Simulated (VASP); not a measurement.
Cr, 1 atom in the cell. It takes space group Im-3m (No. 229, cubic). Conventional cell: a = 2.830 Å, b = 2.830 Å, c = 2.830 Å, α = 90.00°, β = 90.00°, γ = 90.00°. Cr (site symmetry m-3m) has 14 Cr at 2.45 to 2.83 Å within 3.2 Å. 

```yaml
Program: VASP 6.6.1
Task: single point
Functional: r2SCAN
Potentials_or_basis: VASP PAW PBE potentials, release 64 (Cr_pv)
Cutoff: 520 eV
k_mesh: 15 × 15 × 15
Occupations: methfessel-paxton, width 0.03 eV
Spin: collinear spin, ferromagnetic start
Starting_moments: "[1.5] μB"
Dipole_correction: no
Further_INCAR_settings: ALGO = Normal; EDIFF = 1e-06; NBANDS = 16
```

Potentials or basis: VASP PAW PBE potentials, release 64 (Cr_pv).

The run is started by

```console
$ cat potpaw_PBE.64/Cr_pv/POTCAR > POTCAR
$ cp INCAR.step1 INCAR
$ mpirun -np 1 vasp_std > vasp.out
$ cp INCAR.step2 INCAR
$ mpirun -np 1 vasp_std > vasp.out
```

Hardware: 1 thread of AMD EPYC 9R45 96-Core Processor (Zen 5), on a shared host.

How long does it take, and how much memory?

Wall time 83 s on 1 thread of AMD EPYC 9R45 96-Core Processor (Zen 5), on a shared host, peak memory 0.12 GiB. Counts: k points 120.
